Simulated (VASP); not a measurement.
Here is a VASP 6.6.1 calculation.

The input INCAR:

```
ALGO     = Normal         # electronic algorithm
EDIFF    = 1E-6           # SCF threshold, eV
ENCUT    = 500            # plane-wave cutoff, eV
GGA      = PE             # functional
GGA_COMPAT= False        
ISIF     = 2              # what is computed and relaxed
ISMEAR   = 0              # smearing method
LASPH    = True           # aspherical terms in the spheres
LCHARG   = True           # write CHGCAR
LELF     = True           # ELF
LREAL    = False          # projectors in reciprocal space
LVHAR    = True         
LWAVE    = False          # write WAVECAR
NBANDS   = 16             # bands
NELM     = 120            # most SCF steps
PREC     = Accurate       # precision mode
SIGMA    = 0.01           # smearing width, eV
```

Contents of KPOINTS:

```
k-points
0
Gamma
  4 4 4
```

Contents of POSCAR:

```
CdSe
1.0
    0.0000000000      3.0677809654      3.0064253461
    3.0677809654      0.0000000000      3.0064253461
    3.0677809654      3.0677809654      0.0000000000
Cd Se
1 1
Direct
    0.0000000000      0.0000000000      0.0000000000
    0.2500000000      0.2500000000      0.2500000000
```

Potentials or basis: VASP PAW PBE potentials, release 64 (Cd, Se).

The run is started by

```bash
$ cat potpaw_PBE.64/Cd/POTCAR potpaw_PBE.64/Se/POTCAR > POTCAR
$ mpirun -np 1 vasp_std > vasp.out
```

Problem. Predict the band gap on the k mesh.

Solution. 0.54 eV, direct.

Problem. Predict the pressure.

Solution. 3.0 GPa.

Stress tensor (GPa, compression positive):
```
2.91 0.00 0.00
0.00 2.91 0.00
0.00 0.00 3.19
```

Caveat: the k points lie up to 0.45 Å⁻¹ apart; the cell differs from its parent crystal (uniaxial z strain -2.0%).
